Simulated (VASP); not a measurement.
# KH3F4 (R-3c) in VASP: single point with r2SCAN

Aim: the single point of KH3F4 with r2SCAN.

Everything below comes from runs of VASP 6.6.1. Logs are shortened: lines on timing, memory, paths and dates and some standing lists are left out, and cuts for length are marked.

### 1 The cell of the first run

It takes space group R-3c (No. 167, trigonal). Conventional cell: a = 7.553 Å, b = 7.553 Å, c = 11.968 Å, α = 90.00°, β = 90.00°, γ = 120.00°. F (site symmetry 2) has 1 H at 0.79 Å within 1.1 Å. Within 2.2 Å of F (site symmetry 32) lie 3 H at 1.65 Å. H (site symmetry 2) has 1 F at 0.79 Å within 1.1 Å. K (site symmetry -3) has 8 F at 2.75 to 2.99 Å and 12 H at 3.21 to 3.42 Å within 3.6 Å.

### 2 Single point, r2SCAN

POSCAR

```
KH3F4
1.0
    3.7764597700      2.1803409200      3.9894666800
   -3.7764597700      2.1803409200      3.9894666800
    0.0000000000     -4.3606818400      3.9894666800
F H K
8 6 2
Direct
    0.5719500000      0.9280500000      0.2500000000
    0.2500000000      0.5719500000      0.9280500000
    0.9280500000      0.2500000000      0.5719500000
    0.4280500000      0.0719500000      0.7500000000
    0.7500000000      0.4280500000      0.0719500000
    0.0719500000      0.7500000000      0.4280500000
    0.2500000000      0.2500000000      0.2500000000
    0.7500000000      0.7500000000      0.7500000000
    0.4680000000      0.0320000000      0.2500000000
    0.2500000000      0.4680000000      0.0320000000
    0.0320000000      0.2500000000      0.4680000000
    0.5320000000      0.9680000000      0.7500000000
    0.7500000000      0.5320000000      0.9680000000
    0.9680000000      0.7500000000      0.5320000000
    0.0000000000      0.0000000000      0.0000000000
    0.5000000000      0.5000000000      0.5000000000
```

INCAR.step1

```
SYSTEM = KH3F4
  ALGO = Normal
  EDIFF = 1E-4
  ENCUT = 520
  GGA = PE
  ISMEAR = 0
  LASPH = .TRUE.
  LCHARG = .FALSE.
  LREAL = Auto
  LWAVE = .TRUE.
  NBANDS = 54
  NELM = 100
  PREC = Accurate
  SIGMA = 0.1627
```

INCAR.step2

```
SYSTEM = KH3F4
  ALGO = Normal
  EDIFF = 1E-6
  ENCUT = 520
  ISIF = 2
  ISMEAR = 0
  ISTART = 1
  LASPH = .TRUE.
  LCHARG = .TRUE.
  LELF = .TRUE.
  LMIXTAU = .TRUE.
  LREAL = Auto
  LVHAR = .TRUE.
  LWAVE = .FALSE.
  METAGGA = R2SCAN
  NBANDS = 54
  NELM = 100
  PREC = Accurate
  SIGMA = 0.1627
```

KPOINTS

```
k-points
0
G
  5 5 5
  0 0 0
```

Potentials or basis: VASP PAW PBE potentials, release 64 (F, H, K_sv).

The run is started by

```bash
cat potpaw_PBE.64/F/POTCAR potpaw_PBE.64/H/POTCAR potpaw_PBE.64/K_sv/POTCAR > POTCAR
cp INCAR.step1 INCAR
mpirun -np 1 vasp_std > vasp.out
cp INCAR.step2 INCAR
mpirun -np 1 vasp_std > vasp.out
```

OUTCAR:

```text
SYSTEM = KH3F4
   EDIFF = 1E-6
   ENCUT = 520
   ISIF = 2
   ISMEAR = 0
   ISTART = 1
   LASPH = .TRUE.
   LREAL = Auto
   METAGGA = R2SCAN
   NELM = 100
   PREC = Accurate

 ion  position               nearest neighbor table
   1  0.572  0.928  0.250-   9 0.79  15 2.75  16 2.75
   2  0.250  0.572  0.928-  10 0.79  15 2.75  16 2.75
   3  0.928  0.250  0.572-  11 0.79  16 2.75  15 2.75
   4  0.428  0.072  0.750-  12 0.79  15 2.75  16 2.75
   5  0.750  0.428  0.072-  13 0.79  15 2.75  16 2.75
   6  0.072  0.750  0.428-  14 0.79  16 2.75  15 2.75
   7  0.250  0.250  0.250-
   8  0.750  0.750  0.750-
   9  0.468  0.032  0.250-   1 0.79
  10  0.250  0.468  0.032-   2 0.79
  11  0.032  0.250  0.468-   3 0.79
  12  0.532  0.968  0.750-   4 0.79
  13  0.750  0.532  0.968-   5 0.79
  14  0.968  0.750  0.532-   6 0.79
  15  0.000  0.000  0.000-   2 2.75   5 2.75   4 2.75   1 2.75   3 2.75   6 2.75
  16  0.500  0.500  0.500-   3 2.75   6 2.75   4 2.75   1 2.75   5 2.75   2 2.75

  LATTYP: Found a trigonal (rhomboedric) cell.
 ALAT       =     5.9102783776
 COS(alpha) =     0.1834473884

  Lattice vectors:

 A1 = (   3.7764597700,   2.1803409200,   3.9894666800)
 A2 = (  -3.7764597700,   2.1803409200,   3.9894666800)
 A3 = (   0.0000000000,  -4.3606818400,   3.9894666800)

Analysis of symmetry for initial positions (statically):
=====================================================================
 Subroutine PRICEL returns:
 Original cell was already a primitive cell.

 Routine SETGRP: Setting up the symmetry group for a
 trigonal (rhombohedral) supercell.

 Subroutine GETGRP returns: Found 12 space group operations
 (whereof  6 operations were pure point group operations)
 out of a pool of 12 trial point group operations.

The static configuration has the point symmetry S_6 .
 The point group associated with its full space group is D_3d.

Analysis of symmetry for dynamics (positions and initial velocities):
=====================================================================
 Subroutine PRICEL returns:
 Original cell was already a primitive cell.

 Routine SETGRP: Setting up the symmetry group for a
 trigonal (rhombohedral) supercell.

 Subroutine GETGRP returns: Found 12 space group operations
 (whereof  6 operations were pure point group operations)
 out of a pool of 12 trial point group operations.

The dynamic configuration has the point symmetry S_6 .
 The point group associated with its full space group is D_3d.

 Subroutine INISYM returns: Found 12 space group operations
 (whereof  6 operations are pure point group operations),
 and found     1 'primitive' translations

----------------------------------------------------------------------------------------

                                     Primitive cell

  volume of cell :     197.0949

  direct lattice vectors                    reciprocal lattice vectors
     3.776459770  2.180340920  3.989466680     0.132399133  0.076440645  0.083553357
    -3.776459770  2.180340920  3.989466680    -0.132399133  0.076440645  0.083553357
     0.000000000 -4.360681840  3.989466680     0.000000000 -0.152881290  0.083553357

  length of vectors
     5.910277431  5.910277431  5.910278378     0.174223610  0.174223610  0.174223570

  position of ions in fractional coordinates (direct lattice)
     0.571950000  0.928050000  0.250000000
     0.250000000  0.571950000  0.928050000
     0.928050000  0.250000000  0.571950000
     0.428050000  0.071950000  0.750000000
     0.750000000  0.428050000  0.071950000
     0.071950000  0.750000000  0.428050000
[... 8 lines left out ...]
     0.000000000  0.000000000  0.000000000
     0.500000000  0.500000000  0.500000000

  ion indices of the primitive-cell ions
   primitive index   ion index
                 1           1
                 2           2
                 3           3
                 4           4
                 5           5
                 6           6
[... 8 lines left out ...]
                15          15
                16          16

----------------------------------------------------------------------------------------

 KPOINTS: k-points

Automatic generation of k-mesh.
 Grid dimensions read from file:
 generate k-points for:    5    5    5

 Generating k-lattice:

  Cartesian coordinates                     Fractional coordinates (reciprocal lattice)
     0.026479827  0.015288129  0.016710671     0.200000000  0.000000000  0.000000000
    -0.026479827  0.015288129  0.016710671     0.000000000  0.200000000  0.000000000
     0.000000000 -0.030576258  0.016710671     0.000000000  0.000000000  0.200000000

  Length of vectors
     0.034844722  0.034844722  0.034844714

  Shift w.r.t. Gamma in fractional coordinates (k-lattice)
     0.000000000  0.000000000  0.000000000

 Subroutine IBZKPT returns following result:
 ===========================================

 Found     19 irreducible k-points:

 Following reciprocal coordinates:
            Coordinates               Weight
  0.000000  0.000000  0.000000      1.000000
  0.200000  0.000000  0.000000      6.000000
  0.400000  0.000000  0.000000      6.000000
  0.200000  0.200000  0.000000      6.000000
  0.400000  0.200000  0.000000     12.000000
 -0.400000  0.200000 -0.000000     12.000000
[... 11 lines left out ...]
  0.400000  0.400000  0.400000      2.000000
 -0.400000  0.400000  0.400000      6.000000
   k-points           NKPTS =     19   k-points in BZ     NKDIM =     19   number of bands    NBANDS=     54
   number of dos      NEDOS =    301   number of ions     NIONS =     16
   total plane-waves  NPLWV = 110592
   dimension x,y,z NGX =    48 NGY =   48 NGZ =   48
   dimension x,y,z NGXF=    96 NGYF=   96 NGZF=   96
   ions per type =               8   6   2
   NGX,Y,Z   is equivalent  to a cutoff of  13.50, 13.50, 13.50 a.u.
   NGXF,Y,Z  is equivalent  to a cutoff of  27.00, 27.00, 27.00 a.u.
 SYSTEM =  KH3F4
   PREC   = accura    normal or accurate (medium, high low for compatibility)
   ISTART =      1    job   : 0-new  1-cont  2-samecut
   ICHARG =      0    charge: 1-file 2-atom 10-const
   ISPIN  =      1    spin polarized calculation?
   LNONCOLLINEAR =      F non collinear calculations
   LSORBIT =      F    spin-orbit coupling
   LASPH  =      T    aspherical Exc in radial PAW
   ENCUT  =  520.0 eV  38.22 Ry    6.18 a.u.  10.99 10.99 10.99*2*pi/ulx,y,z
   NELM   =    100;   NELMIN=  2; NELMDL=  0     # of ELM steps
   EDIFF  = 0.1E-05   stopping-criterion for ELM
   LREAL  =      T    real-space projection
   EDIFFG = 0.1E-04   stopping-criterion for IOM
   NSW    =      0    number of steps for IOM
   IBRION =     -1    ionic relax: 0-MD 1-quasi-New 2-CG
   NFREE  =      0    steps in history (QN), initial steepest desc. (CG)
   ISIF   =      2    stress and relaxation
   ISYM   =      2    0-nonsym 1-usesym 2-fastsym
   POTIM  = 0.5000    time-step for ionic-motion
   TEBEG  =    0.0;   TEEND  =   0.0 temperature during run
   PSTRESS=    0.0 pullay stress
   NELECT =      80.0000    total number of electrons
   NUPDOWN=      -1.0000    fix difference up-down
   EMIN   =  10.00;   EMAX   =-10.00  energy-range for DOS
   EFERMI =   0.00;   METHOD = LEGACY
   ISMEAR =     0;   SIGMA  =   0.16  broadening in eV -4-tet -1-fermi 0-gaus
   EFERMI_NEDOS =   21; number of points for ismear=-14 and -15
   IALGO  =     38    algorithm
   IMIX   =      4    mixing-type and parameters
     AMIX     =   0.40;   BMIX     =  1.00
     AMIX_MAG =   1.60;   BMIX_MAG =  1.00
  volume/ion in A,a.u.               =      12.32        83.13
  Fermi-wavevector in a.u.,A,eV,Ry     =   1.212122  2.290579 19.990224  1.469240
  Thomas-Fermi vector in A             =   2.347616
   LORBIT       =      0    0 simple, 1 ext, 2 COOP (PROOUT), +10 PAW based schemes
   METAGGA = R2SCAN    functional components
   LHFCALC =     F    Hartree Fock is set to
   AEXX    =    0.0000 exact exchange contribution
   IVDW    =     0    specifies the selected vdW correction
   LEPSILON=     F    determine dielectric tensor
   LRPA    =     F    only Hartree local field effects (RPA)
 non-spin polarized calculation
 Gauss-broadening in eV      SIGMA  =   0.16
  energy-cutoff  :      520.00
  volume of cell :      197.09
 maximum number of plane-waves:      5321
 NGX is ok and might be reduce to    48
   NGX = 21   NGY = 21   NGZ = 21

 number of electron      79.9999993 magnetization

 Free energy of the ion-electron system (eV)
  ---------------------------------------------------
  ext. energy  EPLUGINS =         0.00000000
  ---------------------------------------------------
  free energy    TOTEN  =       -82.75204922 eV

  energy without entropy =      -82.75204922  energy(sigma->0) =      -82.75204922

 E-fermi :  -3.1023     XC(G=0):  -8.2088

 val. band max:       -3.9642364034   @ k =   0.4000   0.2000   0.2000
 cond. band min:       3.1097749517   @ k =   0.0000   0.0000   0.0000
 fundamental gap:      7.0740113551
 Fermi energy:        -3.1022968316

 k-point     1 :       0.0000    0.0000    0.0000
  band No.  band energies     occupation
      1     -31.4013      2.00000
      2     -31.3770      2.00000
      3     -29.3627      2.00000
      4     -29.2923      2.00000
      5     -29.2923      2.00000
      6     -29.2607      2.00000
[... 44 lines left out ...]
     51       8.6354      0.00000
     52       8.6354      0.00000

 k-point     2 :       0.2000    0.0000    0.0000
  band No.  band energies     occupation
      1     -31.3986      2.00000
      2     -31.3790      2.00000
      3     -29.3599      2.00000
      4     -29.3036      2.00000
      5     -29.2888      2.00000
      6     -29.2616      2.00000
[... 44 lines left out ...]
     51       8.7959      0.00000
     52       9.1130      0.00000
[... 878 lines left out ...]
     51       8.7546      0.00000
     52       8.7546      0.00000

 k-point    19 :      -0.4000    0.4000    0.4000
  band No.  band energies     occupation
      1     -31.3872      2.00000
      2     -31.3859      2.00000
      3     -29.3138      2.00000
      4     -29.3118      2.00000
      5     -29.2920      2.00000
      6     -29.2793      2.00000
[... 44 lines left out ...]
     51       8.4638      0.00000
     52       8.6231      0.00000
 [bands above 52 left out]

------------------------ aborting loop because EDIFF is reached ----------------------------------------

  FORCE on cell =-STRESS in cart. coord.  units (eV):
  Direction    XX          YY          ZZ          XY          YZ          ZX
  --------------------------------------------------------------------------------------
  -------------------------------------------------------------------------------------
  Total       40.4099813     40.4100130     -3.1750327      0.0000000      0.0000000      0.0000000
  in kB      328.4912998    328.4915575    -25.8097280      0.0000000      0.0000000      0.0000000
  external PRESSURE =     210.3910431 kB  Pullay stress =       0.0000000 kB

 VOLUME and BASIS-vectors are now :
 -----------------------------------------------------------------------------
  energy-cutoff  :      520.00
  volume of cell :      197.09
      direct lattice vectors                 reciprocal lattice vectors
     3.776459770  2.180340920  3.989466680     0.132399133  0.076440645  0.083553357
    -3.776459770  2.180340920  3.989466680    -0.132399133  0.076440645  0.083553357
     0.000000000 -4.360681840  3.989466680     0.000000000 -0.152881290  0.083553357

 POSITION                                       TOTAL-FORCE (eV/Angst)
 -----------------------------------------------------------------------------------
     -1.34480      2.18034      6.98157        17.676445      0.000000      0.000000
     -1.21583     -2.25480      6.98157        -8.838222     15.308256     -0.000000
      2.56063      0.07446      6.98157        -8.838222    -15.308256     -0.000000
      1.34480     -2.18034      4.98683       -17.676445      0.000000     -0.000000
      1.21583      2.25480      4.98683         8.838222    -15.308256     -0.000000
     -2.56063     -0.07446      4.98683         8.838222     15.308256     -0.000000
[... 8 lines left out ...]
      0.00000      0.00000      0.00000        -0.000000      0.000000     -0.000000
      0.00000      0.00000      5.98420        -0.000000      0.000000     -0.000000
 -----------------------------------------------------------------------------------
    total drift:                                0.000000     -0.000000      0.000000

  FREE ENERGIE OF THE ION-ELECTRON SYSTEM (eV)
  ---------------------------------------------------
  free  energy   TOTEN  =       -82.7520492234 eV

  energy  without entropy=      -82.7520492234  energy(sigma->0) =      -82.75204922
```

Run time: 13 min. Hardware: 1 thread of Intel Xeon Platinum 8559C (Emerald Rapids), shared host; peak memory 0.41 GiB.

What came out:

```
Free energy            : -82.7520 eV
Pressure               : 21.0 GPa
Largest force          : 17.826 eV/Å
Band gap on the k mesh : 7.07 eV (least direct gap 7.12 eV)
```

Forces on the atoms (eV/Å):
```
F    17.676   0.000   0.000
F    -8.838  15.308   0.000
F    -8.838 -15.308   0.000
F   -17.676   0.000   0.000
F     8.838 -15.308   0.000
F     8.838  15.308   0.000
F     0.000   0.000   0.000
F     0.000   0.000   0.000
H   -17.826   0.000   0.000
H     8.913 -15.438   0.000
H     8.913  15.438   0.000
H    17.826   0.000   0.000
H    -8.913  15.438   0.000
H    -8.913 -15.438   0.000
K     0.000   0.000   0.000
K     0.000   0.000   0.000
```

Caveat: the cell stands under pressure; the PAW data sets were made with another functional, which shifts forces and pressure a little; an odd mesh through Γ misses points on the zone boundary, where band edges can lie. r2SCAN opens gaps a little over a GGA but as a rule still falls short of measured ones.
